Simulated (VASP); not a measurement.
# Al4O5 (P1) in VASP: further runs

Runs on Al4O5. Level: PBE. Tasks: single point.

All numbers are computed with VASP 6.6.1; they aren't measurements. Logs are shortened: lines on timing, memory, paths and dates and some standing lists are left out, and cuts for length are marked.

**1. The cell of the first run**

The typed cell holds 72 atoms: a = 9.284 Å, b = 9.284 Å, c = 9.284 Å, α = 90.00°, β = 90.00°, γ = 90.00°.

**2. Single point, PBE**

File INCAR:

```
SYSTEM = Al4O5
ALGO = Normal
EDIFF = 1E-6
ENCUT = 520
GGA = PE
ISIF = 2
ISMEAR = 0
ISYM = 0
LASPH = .True.
LCHARG = .True.
LELF = .True.
LREAL = Auto
LVHAR = .True.
LWAVE = .False.
NBANDS = 210
NELM = 100
PREC = Accurate
SIGMA = 0.1
```

File KPOINTS:

```
k-points
0
Gamma
  1 1 1
  0 0 0
```

File POSCAR:

```
Al4O5
1.0
    9.2837100000      0.0000000000      0.0000000000
    0.0000000000      9.2837100000      0.0000000000
    0.0000000000      0.0000000000      9.2837100000
Al O
32 40
Direct
    0.1851350376      0.1884494453      0.7035374866
    0.7140907030      0.3034677947      0.3441522839
    0.4610276495      0.2006107472      0.5397740774
    0.2972010112      0.4775460457      0.7242892120
    0.3060612621      0.3355773715      1.0051443873
    0.5350519351      0.0346818244      0.2550034415
    1.2716842728      0.1377308210      0.3010446255
    0.9226971760      0.7257296921      0.6082449796
    0.7330949588      0.1707826936      0.6306856849
    0.2938152958      0.9028816066      0.6461871385
    0.5633885591      0.8911211143      0.0203888316
    0.8477152992      1.0902238437      0.0623020323
    0.2515953213      0.6349796579      0.4038630030
    0.9337669962      0.3437615996      0.5378559865
    0.0228681206      0.5280101382      0.0647527766
    0.7645505945      0.6445084993      0.9182920406
    0.4696746236      0.1134265288     -0.1506521638
    0.1263016617      0.7094183252      0.8667414213
    0.4545539445      0.4437453346      0.3671323210
    0.9303233298      0.3186587043      0.8769796773
    0.9125865629      0.9112715714      0.7481096458
    0.2332349890      0.9773183350      0.9784464401
    0.6703959947      0.6542067772      0.2300654587
    1.0138297082      0.2912681460      0.1446477755
    0.9412476262      1.0274327828      0.4196485026
   -0.0688983176      0.5962200456      0.3661147321
    0.4452029415      0.6641221020      0.9457156676
    0.5215687478      0.6350483804      0.5874682643
   -0.0552020690      0.8226862967      0.1284052389
    0.6343134372      0.8902394625      0.5410186229
    0.1826004905     -0.1106781664      0.2791108296
    0.6292942154      0.3400763272      1.0468735021
    0.6702420692      0.1800576494      0.2148939379
   -0.1101408812      0.3674187367      1.2868970487
   -0.1080234087      0.5315790778      0.5358789751
    0.4288881277      0.6274149020      0.3094302816
    0.8469086174      0.1756780425      0.4626355196
    0.3872450777      0.8676141327     -0.0582630220
    0.8098225817      0.3030870202      0.7113299532
    0.6493573151     -0.1576656315      0.2142560463
    0.6145421389      0.7048646500      0.4567163343
    0.1082149270      0.0594161170      0.3274453855
    0.6122465049      0.6945420527      0.0165495260
    0.5937074726      1.0746522673     -0.0169770490
    1.0985758926      0.5834046949      1.2886951445
    0.3734160158      0.5067578587      0.5438667300
    0.6290634886      0.4678115753      0.2630734911
    0.5429925105      1.1614449396      0.7043650653
    0.2741887672      0.1507537396      0.5186331757
    0.2514529213      0.3215730565      0.8204596007
    0.1079324968      0.3720572918      0.6125279657
    0.7702317285      0.4658097894      0.9387381769
    0.4802688796      0.8537158097      0.6229254253
    0.8559585554      0.9172781140      0.9647986635
    0.8729973254      0.6557942891      0.1911268232
    0.5938938205      0.0428632519      0.4551160043
    0.1727230816      0.6879318721      0.6815138560
    0.5944280896      0.3249417528      0.5054599939
    0.2621779439      0.8243326213      0.4505034087
   -0.0639989832      0.6846227424      0.9519475511
    0.3525487117     -0.0292261391      0.2509337323
    0.3592616529      0.1519918222     -0.0077561664
    0.7710498281      0.7259795922      0.7466818761
    0.7607062263     -0.0299295217      0.6381832263
    0.2970693828      0.0392154645      0.7655741078
    0.4393554947      0.2545965999      0.3203033055
    0.3370605071      0.5287496055      0.0026419395
    1.0102541979      0.0880011332      0.7492441061
    1.1870197367      0.2689093046      1.2052500563
    0.9076037489     -0.0224687113      0.2068774229
    0.9523408206      0.8187253803      0.4140511714
    0.4947808581      0.5797954697      0.7777828045
```

Potentials or basis: VASP PAW PBE potentials, release 64 (Al, O).

Started as:

```sh
cat potpaw_PBE.64/Al/POTCAR potpaw_PBE.64/O/POTCAR > POTCAR
mpirun -np 1 vasp_gam > vasp.out
```

OUTCAR:

```text
SYSTEM = Al4O5
   EDIFF = 1E-6
   ENCUT = 520
   GGA = PE
   ISIF = 2
   ISMEAR = 0
   ISYM = 0
   LASPH = .True.
   LREAL = Auto
   NELM = 100
   PREC = Accurate

 ion  position               nearest neighbor table
   1  0.185  0.188  0.704-  50 1.76  65 1.83  68 1.92  49 1.94  51 2.03   4 2.88  10 2.89   3 2.98
                            17 3.05  20 3.11  14 3.14  22 3.25   5 3.31
   2  0.714  0.303  0.344-  33 1.71  34 1.82  58 1.88  47 1.88  37 2.03  66 2.60  14 2.74  19 2.75
                            32 2.89   9 2.94   6 3.11   3 3.12  24 3.34
   3  0.461  0.201  0.540-  58 1.72  48 1.75  49 1.81  56 2.07  66 2.11   9 2.68  19 2.77   7 2.89
                             1 2.98  17 2.99   2 3.12   6 3.14  30 3.30  10 3.32
   4  0.297  0.478  0.724-  50 1.75  46 1.84  72 2.12  51 2.26  57 2.30  67 2.65  28 2.84   1 2.88
                             5 2.92  18 2.98  27 3.02  13 3.34
   5  0.306  0.336  0.005-  62 1.78  50 1.79  67 1.82  69 2.25   4 2.92  17 2.94  32 3.03  24 3.03
                            15 3.23   1 3.31   7 3.32  27 3.36
   6  0.535  0.035  0.255-  61 1.80  33 1.88  56 1.94  40 2.11  66 2.31  11 2.57  44 2.61   7 2.66
                             2 3.11  30 3.11   3 3.14
   7  0.272  0.138  0.301-  42 1.70  69 1.70  61 1.78  66 1.91  49 2.02  31 2.46   6 2.66   3 2.89
                            24 3.14   5 3.32  22 3.36
   8  0.923  0.726  0.608-  63 1.91  35 1.94  71 2.02  21 2.16  57 2.44  26 2.55  18 3.06  30 3.14
                            25 3.31  16 3.32
   9  0.733  0.171  0.631-  39 1.61  64 1.88  37 1.88  48 1.89  58 2.25  56 2.40  14 2.61   3 2.68
[... 73 lines left out ...]
  59  0.262  0.824  0.451-  13 1.81  31 1.86  10 1.98
  60  0.936  0.685  0.952-  16 1.66  18 1.95  15 1.96  29 2.08
  61  0.353  0.971  0.251-  31 1.77   7 1.78   6 1.80
  62  0.359  0.152  0.992-  17 1.71   5 1.78  22 2.00
  63  0.771  0.726  0.747-  16 1.76   8 1.91  21 2.16
  64  0.761  0.970  0.638-  30 1.66  21 1.82   9 1.88
  65  0.297  0.039  0.766-  10 1.68   1 1.83  17 1.91  22 2.14
  66  0.439  0.255  0.320-  19 1.81   7 1.91   3 2.11   6 2.31   2 2.60
  67  0.337  0.529  0.003-  27 1.69   5 1.82   4 2.65
  68  0.010  0.088  0.749-  21 1.87   1 1.92  20 2.56
  69  0.187  0.269  0.205-   7 1.70  24 1.72   5 2.25
  70  0.908  0.978  0.207-  29 1.65  12 1.79  25 2.05
  71  0.952  0.819  0.414-  25 1.94   8 2.02  26 2.12  31 2.56  29 2.65
  72  0.495  0.580  0.778-  27 1.80  28 1.86   4 2.12

IMPORTANT INFORMATION: All symmetrisations will be switched off!
NOSYMM: (Re-)initialisation of all symmetry stuff for point group C_1.

----------------------------------------------------------------------------------------

                                     Primitive cell

  volume of cell :     800.1376

  direct lattice vectors                    reciprocal lattice vectors
     9.283710000  0.000000000  0.000000000     0.107715558  0.000000000  0.000000000
     0.000000000  9.283710000  0.000000000     0.000000000  0.107715558  0.000000000
     0.000000000  0.000000000  9.283710000     0.000000000  0.000000000  0.107715558

  length of vectors
     9.283710000  9.283710000  9.283710000     0.107715558  0.107715558  0.107715558

  position of ions in fractional coordinates (direct lattice)
     0.185135038  0.188449445  0.703537487
     0.714090703  0.303467795  0.344152284
     0.461027649  0.200610747  0.539774077
     0.297201011  0.477546046  0.724289212
     0.306061262  0.335577372  0.005144387
     0.535051935  0.034681824  0.255003442
[... 64 lines left out ...]
     0.952340821  0.818725380  0.414051171
     0.494780858  0.579795470  0.777782804

  ion indices of the primitive-cell ions
   primitive index   ion index
                 1           1
                 2           2
                 3           3
                 4           4
                 5           5
                 6           6
[... 64 lines left out ...]
                71          71
                72          72

----------------------------------------------------------------------------------------

 KPOINTS: k-points

Automatic generation of k-mesh.
 Grid dimensions read from file:
 generate k-points for:    1    1    1

 Generating k-lattice:

  Cartesian coordinates                     Fractional coordinates (reciprocal lattice)
     0.107715558  0.000000000  0.000000000     1.000000000  0.000000000  0.000000000
     0.000000000  0.107715558  0.000000000     0.000000000  1.000000000  0.000000000
     0.000000000  0.000000000  0.107715558     0.000000000  0.000000000  1.000000000

  Length of vectors
     0.107715558  0.107715558  0.107715558

  Shift w.r.t. Gamma in fractional coordinates (k-lattice)
     0.000000000  0.000000000  0.000000000

 Subroutine IBZKPT returns following result:
 ===========================================

 Found      1 irreducible k-points:

 Following reciprocal coordinates:
            Coordinates               Weight
  0.000000  0.000000  0.000000      1.000000
   k-points           NKPTS =      1   k-points in BZ     NKDIM =      1   number of bands    NBANDS=    210
   number of dos      NEDOS =    301   number of ions     NIONS =     72
   total plane-waves  NPLWV = 343000
   dimension x,y,z NGX =    70 NGY =   70 NGZ =   70
   dimension x,y,z NGXF=   140 NGYF=  140 NGZF=  140
   ions per type =              32  40
   NGX,Y,Z   is equivalent  to a cutoff of  12.54, 12.54, 12.54 a.u.
   NGXF,Y,Z  is equivalent  to a cutoff of  25.07, 25.07, 25.07 a.u.
 SYSTEM =  Al4O5
   PREC   = accura    normal or accurate (medium, high low for compatibility)
   ISTART =      0    job   : 0-new  1-cont  2-samecut
   ICHARG =      2    charge: 1-file 2-atom 10-const
   ISPIN  =      1    spin polarized calculation?
   LNONCOLLINEAR =      F non collinear calculations
   LSORBIT =      F    spin-orbit coupling
   LASPH  =      T    aspherical Exc in radial PAW
   ENCUT  =  520.0 eV  38.22 Ry    6.18 a.u.  17.26 17.26 17.26*2*pi/ulx,y,z
   NELM   =    100;   NELMIN=  2; NELMDL= -5     # of ELM steps
   EDIFF  = 0.1E-05   stopping-criterion for ELM
   LREAL  =      T    real-space projection
   EDIFFG = 0.1E-04   stopping-criterion for IOM
   NSW    =      0    number of steps for IOM
   IBRION =     -1    ionic relax: 0-MD 1-quasi-New 2-CG
   NFREE  =      0    steps in history (QN), initial steepest desc. (CG)
   ISIF   =      2    stress and relaxation
   ISYM   =      0    0-nonsym 1-usesym 2-fastsym
   POTIM  = 0.5000    time-step for ionic-motion
   TEBEG  =    0.0;   TEEND  =   0.0 temperature during run
   PSTRESS=    0.0 pullay stress
   NELECT =     336.0000    total number of electrons
   NUPDOWN=      -1.0000    fix difference up-down
   EMIN   =  10.00;   EMAX   =-10.00  energy-range for DOS
   EFERMI =   0.00;   METHOD = LEGACY
   ISMEAR =     0;   SIGMA  =   0.10  broadening in eV -4-tet -1-fermi 0-gaus
   EFERMI_NEDOS =   21; number of points for ismear=-14 and -15
   IALGO  =     38    algorithm
   IMIX   =      4    mixing-type and parameters
     AMIX     =   0.40;   BMIX     =  1.00
     AMIX_MAG =   1.60;   BMIX_MAG =  1.00
  volume/ion in A,a.u.               =      11.11        74.99
  Fermi-wavevector in a.u.,A,eV,Ry     =   1.225932  2.316675 20.448320  1.502909
  Thomas-Fermi vector in A             =   2.360952
   LORBIT       =      0    0 simple, 1 ext, 2 COOP (PROOUT), +10 PAW based schemes
   GGA     = PE    functional components
   LHFCALC =     F    Hartree Fock is set to
   AEXX    =    0.0000 exact exchange contribution
   IVDW    =     0    specifies the selected vdW correction
   LEPSILON=     F    determine dielectric tensor
   LRPA    =     F    only Hartree local field effects (RPA)
 non-spin polarized calculation
 Gauss-broadening in eV      SIGMA  =   0.10
  energy-cutoff  :      520.00
  volume of cell :      800.14
 maximum number of plane-waves:     10780
 NGX is ok and might be reduce to    70
   NGX = 35   NGY = 35   NGZ = 35

 number of electron     335.9999986 magnetization

 Free energy of the ion-electron system (eV)
  ---------------------------------------------------
  ext. energy  EPLUGINS =         0.00000000
  ---------------------------------------------------
  free energy    TOTEN  =      -466.40132798 eV

  energy without entropy =     -466.33011174  energy(sigma->0) =     -466.36571986

 E-fermi :   7.7716     XC(G=0): -10.3835

 val. band max:        7.7037052778   @ k =   0.0000   0.0000   0.0000
 cond. band min:       7.8394531006   @ k =   0.0000   0.0000   0.0000
 fundamental gap:      0.1357478227
 Fermi energy:         7.7715713284

 k-point     1 :       0.0000    0.0000    0.0000
  band No.  band energies     occupation
      1     -15.7620      2.00000
      2     -15.4444      2.00000
      3     -15.0970      2.00000
      4     -14.9762      2.00000
      5     -14.6822      2.00000
      6     -14.5105      2.00000
[... 172 lines left out ...]
    179       9.6797      0.00000
    180       9.8201      0.00000
 [bands above 180 left out]

------------------------ aborting loop because EDIFF is reached ----------------------------------------

  FORCE on cell =-STRESS in cart. coord.  units (eV):
  Direction    XX          YY          ZZ          XY          YZ          ZX
  --------------------------------------------------------------------------------------
  -------------------------------------------------------------------------------------
  Total       55.2091903     43.2758263     43.5733741     -5.2087618      3.1131566     11.0429170
  in kB      110.5496223     86.6545267     87.2503296    -10.4299057      6.2337137     22.1120849
  external PRESSURE =      94.8181595 kB  Pullay stress =       0.0000000 kB

 VOLUME and BASIS-vectors are now :
 -----------------------------------------------------------------------------
  energy-cutoff  :      520.00
  volume of cell :      800.14
      direct lattice vectors                 reciprocal lattice vectors
     9.283710000  0.000000000  0.000000000     0.107715558  0.000000000  0.000000000
     0.000000000  9.283710000  0.000000000     0.000000000  0.107715558  0.000000000
     0.000000000  0.000000000  9.283710000     0.000000000  0.000000000  0.107715558

 POSITION                                       TOTAL-FORCE (eV/Angst)
 -----------------------------------------------------------------------------------
      1.71874      1.74951      6.53144        -3.440928      0.013026     -1.806005
      6.62941      2.81731      3.19501         0.224638      0.699815     -0.136736
      4.28005      1.86241      5.01111        -0.385787     -2.117708     -2.657686
      2.75913      4.43340      6.72409        -1.516837      2.195041     -0.230510
      2.84138      3.11540      0.04776         0.504737      0.420807      1.644427
      4.96727      0.32198      2.36738         2.816932      0.437208      2.382671
[... 64 lines left out ...]
      8.84126      7.60081      3.84393        -0.965224     -1.334208      2.299813
      4.59340      5.38265      7.22071        -1.357091      0.075053     -1.731350
 -----------------------------------------------------------------------------------
    total drift:                                0.008173      0.009092     -0.004777

  FREE ENERGIE OF THE ION-ELECTRON SYSTEM (eV)
  ---------------------------------------------------
  free  energy   TOTEN  =      -466.4013279774 eV

  energy  without entropy=     -466.3301117423  energy(sigma->0) =     -466.36571986
```

It took 4.8 min on 1 thread of Intel Xeon Platinum 8259CL at 2.50GHz (Skylake/Cascade Lake), shared host; peak memory 0.69 GiB.

What came out:

```yaml
Free_energy: -466.4013 eV
Pressure: 9.5 GPa
Largest_force: 6.286 eV/Å
```

Forces in eV/Å, atoms in the order of the input:
```
Al  -3.441  0.013 -1.806
Al   0.225  0.700 -0.137
Al  -0.386 -2.118 -2.658
Al  -1.517  2.195 -0.231
Al   0.505  0.421  1.644
Al   2.817  0.437  2.383
Al   0.883  3.265  2.162
Al   0.430 -3.023 -1.073
Al  -3.144 -3.728 -1.224
Al   0.087 -3.992 -3.753
Al   2.770 -0.014  1.333
Al  -1.248 -1.017 -0.277
Al   0.530  1.029 -0.936
Al   1.684  1.042  1.874
Al   0.212  2.452 -0.448
Al  -0.675  0.340 -3.387
Al  -2.366 -0.970  3.652
Al  -1.090  0.898  0.370
Al   1.629 -0.361 -1.679
Al  -1.243  0.193 -1.052
Al   0.063  3.947  4.892
Al  -1.705  0.371 -0.347
Al  -2.157  0.897  1.360
Al  -0.818 -0.281  1.203
Al   1.734 -4.320 -3.439
Al   0.706  0.055 -2.045
Al  -2.930 -1.625 -2.065
Al  -1.662  0.495  4.577
Al   1.513 -0.731 -2.855
Al  -0.547 -3.199 -1.727
Al  -1.282 -1.957  0.106
Al   0.244  0.176 -0.456
O    0.130 -1.478 -1.936
O    0.537  0.716  2.004
O   -0.414  2.081 -0.198
O   -3.021 -1.624 -0.256
O   -0.767  2.294  1.497
O    3.675 -2.996  1.077
O    3.081  2.651  0.993
O   -2.583  4.097 -1.057
O    4.986  1.385 -1.988
O   -1.477 -0.876  2.417
O    0.186  0.375  0.474
O    2.503 -2.616  0.468
O    3.084 -0.408  1.624
O   -0.445  0.022 -1.031
O    0.736 -0.628 -0.653
O    2.718  1.376 -3.436
O    1.326 -0.091  1.264
O    1.703  0.560 -0.006
O    0.120 -1.766 -0.235
O   -0.170 -3.520  1.558
O   -3.271 -1.846  2.902
O   -0.900  1.489 -1.332
O   -3.532 -1.040  1.311
O   -2.208  2.449 -3.006
O    1.341 -1.031 -0.404
O    2.666  2.128 -0.501
O   -1.215 -0.462  0.879
O    4.575 -0.778  1.092
O    2.775  1.790 -1.365
O   -2.767 -0.240  2.145
O   -0.187 -0.360 -1.569
O    2.528  2.667  1.901
O   -0.112  1.043  1.053
O   -2.205 -0.940  0.203
O   -0.713 -1.486  0.807
O    0.948  0.648 -1.289
O    1.129  2.181 -2.697
O   -2.260  3.905  2.761
O   -0.965 -1.334  2.300
O   -1.357  0.075 -1.731
```

Levels at points of the mesh, in eV from the Fermi level:
```csv
k point,band 164,band 165,band 166,band 167,band 168,band 169,band 170,band 171,band 172,band 173
"(0.00, 0.00, 0.00)",-1.68,-1.34,-0.77,-0.50,-0.07,0.07,0.27,0.84,0.95,1.18
```

Caveat: the k points lie up to 0.68 Å⁻¹ apart; forces of over 1 eV/Å act on the atoms, so gaps and moduli don't describe the material at rest.

(Continued in part 2 of 3.)
